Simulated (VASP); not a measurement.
# Nb (I4/mmm) in VASP: further runs, part 2 of 2

VASP 6.6.1. Earlier steps stand in the parts before.

**4. Single point, r2SCAN (strain -0.030 along x and y, +0.015 along z)**

Contents of POSCAR:

```
Nb
1.0
    0.0000000000      2.0515500000      2.1467250000
    2.0515500000      0.0000000000      2.1467250000
    2.0515500000      2.0515500000      0.0000000000
Nb
1
Direct
    0.0000000000      0.0000000000      0.0000000000
```

Contents of INCAR.step1:

```
SYSTEM = Nb
  ALGO = Normal
  EDIFF = 1E-4
  ENCUT = 520
  GGA = PE
  ISMEAR = 0
  LASPH = .TRUE.
  LCHARG = .FALSE.
  LREAL = .FALSE.
  LWAVE = .TRUE.
  NBANDS = 12
  NELM = 80
  PREC = Accurate
  SIGMA = 0.15
```

Contents of INCAR.step2:

```
SYSTEM = Nb
  ALGO = Normal
  EDIFF = 1E-6
  ENCUT = 520
  ISIF = 2
  ISMEAR = 0
  ISTART = 1
  LASPH = .TRUE.
  LCHARG = .FALSE.
  LMIXTAU = .TRUE.
  LREAL = .FALSE.
  LWAVE = .FALSE.
  METAGGA = R2SCAN
  NBANDS = 12
  NELM = 80
  PREC = Accurate
  SIGMA = 0.15
```

Contents of KPOINTS:

```
k-points
0
G
  20 20 20
  0 0 0
```

Potentials or basis: VASP PAW PBE potentials, release 64 (Nb_sv).

Started as:

```
$ cat potpaw_PBE.64/Nb_sv/POTCAR > POTCAR
$ cp INCAR.step1 INCAR
$ mpirun -np 1 vasp_std > vasp.out
$ cp INCAR.step2 INCAR
$ mpirun -np 1 vasp_std > vasp.out
```

OUTCAR:

```text
SYSTEM = Nb
   EDIFF = 1E-6
   ENCUT = 520
   ISIF = 2
   ISMEAR = 0
   ISTART = 1
   LASPH = .TRUE.
   LREAL = .FALSE.
   METAGGA = R2SCAN
   NELM = 80
   PREC = Accurate

 ion  position               nearest neighbor table
   1  0.000  0.000  0.000-

  LATTYP: Found a body centered tetragonal cell.
 ALAT       =     2.9013298339
 C/A-ratio  =     1.4798214081

  Lattice vectors:

 A1 = (  -2.0515500000,   0.0000000000,   2.1467250000)
 A2 = (   2.0515500000,   0.0000000000,   2.1467250000)
 A3 = (   0.0000000000,   2.0515500000,  -2.1467250000)

Analysis of symmetry for initial positions (statically):
=====================================================================
 Subroutine PRICEL returns:
 Original cell was already a primitive cell.

 Routine SETGRP: Setting up the symmetry group for a
 body centered tetragonal supercell.

 Subroutine GETGRP returns: Found 16 space group operations
 (whereof 16 operations were pure point group operations)
 out of a pool of 16 trial point group operations.

The static configuration has the point symmetry D_4h.

Analysis of symmetry for dynamics (positions and initial velocities):
=====================================================================
 Subroutine PRICEL returns:
 Original cell was already a primitive cell.

 Routine SETGRP: Setting up the symmetry group for a
 body centered tetragonal supercell.

 Subroutine GETGRP returns: Found 16 space group operations
 (whereof 16 operations were pure point group operations)
 out of a pool of 16 trial point group operations.

The dynamic configuration has the point symmetry D_4h.

 Subroutine INISYM returns: Found 16 space group operations
 (whereof 16 operations are pure point group operations),
 and found     1 'primitive' translations

----------------------------------------------------------------------------------------

                                     Primitive cell

  volume of cell :      18.0705

  direct lattice vectors                    reciprocal lattice vectors
     0.000000000  2.051550000  2.146725000    -0.243718164  0.243718164  0.232912926
     2.051550000  0.000000000  2.146725000     0.243718164 -0.243718164  0.232912926
     2.051550000  2.051550000  0.000000000     0.243718164  0.243718164 -0.232912926

  length of vectors
     2.969391458  2.969391458  2.901329834     0.415987401  0.415987401  0.415987401

  position of ions in fractional coordinates (direct lattice)
     0.000000000  0.000000000  0.000000000

  ion indices of the primitive-cell ions
   primitive index   ion index
                 1           1

----------------------------------------------------------------------------------------

 KPOINTS: k-points

Automatic generation of k-mesh.
 Grid dimensions read from file:
 generate k-points for:   20   20   20

 Generating k-lattice:

  Cartesian coordinates                     Fractional coordinates (reciprocal lattice)
    -0.012185908  0.012185908  0.011645646     0.050000000 -0.000000000  0.000000000
     0.012185908 -0.012185908  0.011645646    -0.000000000  0.050000000  0.000000000
     0.012185908  0.012185908 -0.011645646     0.000000000  0.000000000  0.050000000

  Length of vectors
     0.020799370  0.020799370  0.020799370

  Shift w.r.t. Gamma in fractional coordinates (k-lattice)
     0.000000000  0.000000000  0.000000000

 Subroutine IBZKPT returns following result:
 ===========================================

 Found    641 irreducible k-points:

 Following reciprocal coordinates:
            Coordinates               Weight
  0.000000  0.000000  0.000000      1.000000
  0.050000 -0.000000  0.000000      8.000000
  0.100000 -0.000000  0.000000      8.000000
  0.150000 -0.000000  0.000000      8.000000
  0.200000 -0.000000  0.000000      8.000000
  0.250000 -0.000000  0.000000      8.000000
[... 16 lines left out ...]
 -0.400000  0.050000  0.000000      8.000000
 -0.350000  0.050000  0.000000      8.000000
 [... further k-points ...]
   k-points           NKPTS =    641   k-points in BZ     NKDIM =    641   number of bands    NBANDS=     12
   number of dos      NEDOS =    301   number of ions     NIONS =      1
   total plane-waves  NPLWV =  13824
   dimension x,y,z NGX =    24 NGY =   24 NGZ =   24
   dimension x,y,z NGXF=    48 NGYF=   48 NGZF=   48
   ions per type =               1
   NGX,Y,Z   is equivalent  to a cutoff of  13.44, 13.44, 13.75 a.u.
   NGXF,Y,Z  is equivalent  to a cutoff of  26.87, 26.87, 27.50 a.u.
 SYSTEM =  Nb
   PREC   = accura    normal or accurate (medium, high low for compatibility)
   ISTART =      1    job   : 0-new  1-cont  2-samecut
   ICHARG =      0    charge: 1-file 2-atom 10-const
   ISPIN  =      1    spin polarized calculation?
   LNONCOLLINEAR =      F non collinear calculations
   LSORBIT =      F    spin-orbit coupling
   LASPH  =      T    aspherical Exc in radial PAW
   ENCUT  =  520.0 eV  38.22 Ry    6.18 a.u.   5.52  5.52  5.39*2*pi/ulx,y,z
   NELM   =     80;   NELMIN=  2; NELMDL=  0     # of ELM steps
   EDIFF  = 0.1E-05   stopping-criterion for ELM
   LREAL  =      F    real-space projection
   EDIFFG = 0.1E-04   stopping-criterion for IOM
   NSW    =      0    number of steps for IOM
   IBRION =     -1    ionic relax: 0-MD 1-quasi-New 2-CG
   NFREE  =      0    steps in history (QN), initial steepest desc. (CG)
   ISIF   =      2    stress and relaxation
   ISYM   =      2    0-nonsym 1-usesym 2-fastsym
   POTIM  = 0.5000    time-step for ionic-motion
   TEBEG  =    0.0;   TEEND  =   0.0 temperature during run
   PSTRESS=    0.0 pullay stress
   NELECT =      13.0000    total number of electrons
   NUPDOWN=      -1.0000    fix difference up-down
   EMIN   =  10.00;   EMAX   =-10.00  energy-range for DOS
   EFERMI =   0.00;   METHOD = LEGACY
   ISMEAR =     0;   SIGMA  =   0.15  broadening in eV -4-tet -1-fermi 0-gaus
   EFERMI_NEDOS =   21; number of points for ismear=-14 and -15
   IALGO  =     38    algorithm
   IMIX   =      4    mixing-type and parameters
     AMIX     =   0.40;   BMIX     =  1.00
     AMIX_MAG =   1.60;   BMIX_MAG =  1.00
  volume/ion in A,a.u.               =      18.07       121.95
  Fermi-wavevector in a.u.,A,eV,Ry     =   1.466895  2.772030 29.276763  2.151781
  Thomas-Fermi vector in A             =   2.582578
   LORBIT       =      0    0 simple, 1 ext, 2 COOP (PROOUT), +10 PAW based schemes
   METAGGA = R2SCAN    functional components
   LHFCALC =     F    Hartree Fock is set to
   AEXX    =    0.0000 exact exchange contribution
   IVDW    =     0    specifies the selected vdW correction
   LEPSILON=     F    determine dielectric tensor
   LRPA    =     F    only Hartree local field effects (RPA)
 non-spin polarized calculation
 Gauss-broadening in eV      SIGMA  =   0.15
  energy-cutoff  :      520.00
  volume of cell :       18.07
 maximum number of plane-waves:       508
 NGX is ok and might be reduce to    24
   NGX = 11   NGY = 11   NGZ = 11

 number of electron      13.0000001 magnetization

 Free energy of the ion-electron system (eV)
  ---------------------------------------------------
  ext. energy  EPLUGINS =         0.00000000
  ---------------------------------------------------
  free energy    TOTEN  =       -24.53126285 eV

  energy without entropy =      -24.51679955  energy(sigma->0) =      -24.52403120

 E-fermi :  11.4881     XC(G=0): -13.5982

 val. band max:       11.4801768745   @ k =  -0.1500   0.2000   0.0500
 cond. band min:      11.4892168765   @ k =   0.5000  -0.0000   0.2000
 fundamental gap:      0.0090400020
 Fermi energy:        11.4881160799

 k-point     1 :       0.0000    0.0000    0.0000
  band No.  band energies     occupation
      1     -45.0783      2.00000
      2     -19.6489      2.00000
      3     -19.6253      2.00000
      4     -19.6253      2.00000
      5       4.8134      2.00000
      6      11.2059      1.99219
      7      11.8438      0.00080
      8      11.8438      0.00080
      9      14.1328      0.00000
     10      14.9881      0.00000
     11      23.8101      0.00000
     12      28.1970      0.00000
[... 331 lines left out ...]
 k-point    24 :      -0.3500    0.0500    0.0000
  band No.  band energies     occupation
      1     -44.8674      2.00000
      2     -20.8473      2.00000
      3     -19.8638      2.00000
      4     -19.7322      2.00000
      5       7.4156      2.00000
      6      11.3175      1.89228
      7      11.5489      0.56690
      8      12.0748      0.00000
      9      15.4269      0.00000
     10      16.2983      0.00000
     11      23.2393      0.00000
     12      26.1167      0.00000

 [... further k-points ...]

------------------------ aborting loop because EDIFF is reached ----------------------------------------

  FORCE on cell =-STRESS in cart. coord.  units (eV):
  Direction    XX          YY          ZZ          XY          YZ          ZX
  --------------------------------------------------------------------------------------
  -------------------------------------------------------------------------------------
  Total        0.1493612      0.1493612      1.4986330      0.0000000      0.0000000      0.0000000
  in kB       13.2427340     13.2427340    132.8725425      0.0000000      0.0000000      0.0000000
  external PRESSURE =      53.1193368 kB  Pullay stress =       0.0000000 kB

 VOLUME and BASIS-vectors are now :
 -----------------------------------------------------------------------------
  energy-cutoff  :      520.00
  volume of cell :       18.07
      direct lattice vectors                 reciprocal lattice vectors
     0.000000000  2.051550000  2.146725000    -0.243718164  0.243718164  0.232912926
     2.051550000  0.000000000  2.146725000     0.243718164 -0.243718164  0.232912926
     2.051550000  2.051550000  0.000000000     0.243718164  0.243718164 -0.232912926

 POSITION                                       TOTAL-FORCE (eV/Angst)
 -----------------------------------------------------------------------------------
      0.00000      0.00000      0.00000         0.000000      0.000000      0.000000
 -----------------------------------------------------------------------------------
    total drift:                                0.000000      0.000000     -0.000000

  FREE ENERGIE OF THE ION-ELECTRON SYSTEM (eV)
  ---------------------------------------------------
  free  energy   TOTEN  =       -24.5312628463 eV

  energy  without entropy=      -24.5167995546  energy(sigma->0) =      -24.52403120
```

OUTCAR.step1:

```text
SYSTEM = Nb
   EDIFF = 1E-4
   ENCUT = 520
   GGA = PE
   ISMEAR = 0
   LASPH = .TRUE.
[... 579 lines left out ...]
 -----------------------------------------------------------------------------------
      0.00000      0.00000      0.00000         0.000000      0.000000      0.000000
 -----------------------------------------------------------------------------------
    total drift:                                0.000000     -0.000000     -0.000000

  FREE ENERGIE OF THE ION-ELECTRON SYSTEM (eV)
  ---------------------------------------------------
  free  energy   TOTEN  =        -9.9106058108 eV

  energy  without entropy=       -9.8950307167  energy(sigma->0) =       -9.90281826
```

OSZICAR.step1:

```text
N       E                     dE             d eps       ncg     rms          rms(c)
DAV:   1     0.118010522570E+03    0.11801E+03   -0.72978E+03 15424   0.108E+03
DAV:   2    -0.545345684312E+01   -0.12346E+03   -0.11907E+03 16464   0.391E+02
DAV:   3    -0.100396713616E+02   -0.45862E+01   -0.43906E+01 22420   0.658E+01
DAV:   4    -0.103246759472E+02   -0.28500E+00   -0.28306E+00 21768   0.147E+01
DAV:   5    -0.103349011305E+02   -0.10225E-01   -0.10221E-01 22508   0.232E+00    0.698E+00
DAV:   6    -0.995079379533E+01    0.38411E+00   -0.60787E-01 24520   0.985E+00    0.250E+00
DAV:   7    -0.990531482324E+01    0.45479E-01   -0.19382E-01 25332   0.554E+00    0.100E+00
DAV:   8    -0.991055534433E+01   -0.52405E-02   -0.13373E-02 18580   0.154E+00    0.367E-02
DAV:   9    -0.991060581084E+01   -0.50467E-04   -0.92662E-04 25564   0.294E-01
   1 F= -.99106058E+01 E0= -.99028183E+01  d E =-.155751E-01
```

Wall time 5.1 min (1 thread of Intel Xeon Platinum 8259CL at 2.50GHz (Skylake/Cascade Lake), shared host); peak memory 0.25 GiB.

What came out:

| Property | Result |
| --- | --- |
| Free energy | -24.5313 eV |
| Pressure | 5.3 GPa |
| Band gap on the k mesh | zero (an odd number of electrons rules out a gap without spin polarisation) |

Caveat: the cell differs from its parent crystal (strain -0.030 along x and y, +0.015 along z); the cell stands under pressure; the PAW data sets were made with another functional, which shifts forces and pressure a little.

**5. Single point, r2SCAN (strain -0.030 along x and y, +0.030 along z)**

Contents of POSCAR:

```
Nb
1.0
    0.0000000000      2.0515500000      2.1784500000
    2.0515500000      0.0000000000      2.1784500000
    2.0515500000      2.0515500000      0.0000000000
Nb
1
Direct
    0.0000000000      0.0000000000      0.0000000000
```

Contents of INCAR.step1:

```
  ALGO = Normal
  EDIFF = 1E-4
  ENCUT = 520
  GGA = PE
  ISMEAR = 0
  LASPH = T
  LCHARG = F
  LREAL = F
  LWAVE = T
  NBANDS = 12
  NELM = 60
  PREC = Accurate
  SIGMA = 0.15
```

Contents of INCAR.step2:

```
  ALGO = Normal
  EDIFF = 1E-6
  ENCUT = 520
  ISIF = 2
  ISMEAR = 0
  ISTART = 1
  LASPH = T
  LCHARG = F
  LMIXTAU = T
  LREAL = F
  LWAVE = F
  METAGGA = R2SCAN
  NBANDS = 12
  NELM = 60
  PREC = Accurate
  SIGMA = 0.15
```

Contents of KPOINTS:

```
k-points
0
Gamma
  20 20 20
```

Started as:

```
$ cat potpaw_PBE.64/Nb_sv/POTCAR > POTCAR
$ cp INCAR.step1 INCAR
$ mpirun -np 1 vasp_std > vasp.out
$ cp INCAR.step2 INCAR
$ mpirun -np 1 vasp_std > vasp.out
```

Wall time 4.4 min (1 thread of Intel Xeon Platinum 8259CL at 2.50GHz (Skylake/Cascade Lake), shared host); peak memory 0.25 GiB.

It converged, with:

```yaml
Free_energy: -24.5519 eV
Pressure: 2.4 GPa
Band_gap_on_the_k_mesh: zero (an odd number of electrons rules out a gap without spin polarisation)
```

Stress tensor (GPa, compression positive):
```
-2.18  0.00  0.00
 0.00 -2.18  0.00
 0.00  0.00 11.42
```

Levels at points of the mesh, in eV from the Fermi level:
```tsv
k point	band 3	band 4	band 5	band 6	band 7	band 8	band 9	band 10
(0.00, 0.00, 0.00)	-31.14	-31.14	-6.63	-0.38	0.46	0.46	2.47	3.59
(0.50, 0.00, 0.00)	-31.39	-31.26	-4.12	-0.41	0.45	1.39	4.90	5.25
(0.50, 0.50, 0.00)	-31.53	-31.53	-4.33	-3.56	3.07	5.23	5.61	5.61
(0.50, 0.00, 0.50)	-31.75	-31.60	-4.35	-3.61	4.21	5.03	5.24	5.99
```

Caveat: the cell differs from its parent crystal (strain -0.030 along x and y, +0.030 along z); the PAW data sets were made with another functional, which shifts forces and pressure a little.

**6. Overview**

| cell | gap on the mesh (eV) | pressure (GPa) |
| --- | --- | --- |
| a = 2.924, b = 2.924, c = 2.901 Å, angles 60.3, 60.3, 59.5°, 1 atom | none | 11.7 |
| a = 2.924, b = 2.924, c = 2.946 Å, angles 59.7, 59.7, 60.5°, 1 atom | none | 8.6 |
| a = 2.969, b = 2.969, c = 2.901 Å, angles 60.8, 60.8, 58.5°, 1 atom | none | 5.3 |
| a = 2.992, b = 2.992, c = 2.901 Å, angles 61.0, 61.0, 58.0°, 1 atom | none | 2.4 |

Alike in all rows: task single point; level r2SCAN; potentials or basis VASP PAW PBE potentials, release 64 (Nb_sv); no spin polarisation; k mesh 20 × 20 × 20; cutoff (eV) 520; smearing gaussian 0.15 eV.

Caveats: the PAW data sets were made with another functional, which shifts forces and pressure a little; the cell stands under pressure (at least some runs).

Absolute energies hang on the potentials; compare differences alone.
